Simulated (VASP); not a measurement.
Wanted: the native input for a VASP 6.6.1 run.

| Property | Result |
| --- | --- |
| Task | single point |
| Functional | PBEsol |
| Potentials or basis | VASP PAW PBE potentials, release 64 (Sn_d) |
| Cutoff | 520 eV |
| k mesh | 12 × 12 × 12 |
| Occupations | gaussian, width 0.1 eV |
| Spin | no spin polarisation |
| Dipole correction | no |
| Further INCAR settings | ALGO = Fast; EDIFF = 1e-07; NBANDS = 21 |

The structure of Sn lies in POSCAR:

```
Sn
1.0
    0.0000000000      3.2701710852      3.2701710852
    3.2701710852      0.0000000000      3.2701710852
    3.2701710852      3.2701710852      0.0000000000
Sn
2
Direct
    0.0000000000      0.0000000000      0.0000000000
    0.2500000000      0.2500000000      0.2500000000
```

The input as run:

INCAR

```
PREC = Accurate
ENCUT = 520
EDIFF = 1E-7
ISMEAR = 0
SIGMA = 0.1
LREAL = False
LASPH = True
NELM = 60
ALGO = Fast
ISIF = 2
LWAVE = False
LCHARG = True
GGA = PS
LELF = True
LVHAR = True
NBANDS = 21
```

KPOINTS

```
Automatic mesh
0
Gamma
  12 12 12
```

Potentials or basis: VASP PAW PBE potentials, release 64 (Sn_d).

The run is started by

```bash
$ cat potpaw_PBE.64/Sn_d/POTCAR > POTCAR
$ mpirun -np 1 vasp_std > vasp.out
```

Results of the run:

```json
{
 "Pressure": "-0.1 GPa",
 "Band gap on the k mesh": "zero (band 14 reaches 5.33 eV, above the bottom of band 15 at 5.14 eV)"
}
```

Caveat: the PAW data sets were made with another functional, which shifts forces and pressure a little; spin-orbit coupling is left out, which moves the levels of the heavy elements.

It took 2.1 min on 1 thread of Intel(R) Xeon(R) Platinum 8259CL CPU @ 2.50GHz (Skylake/Cascade Lake), with other jobs on the host, peak memory 0.25 GiB.
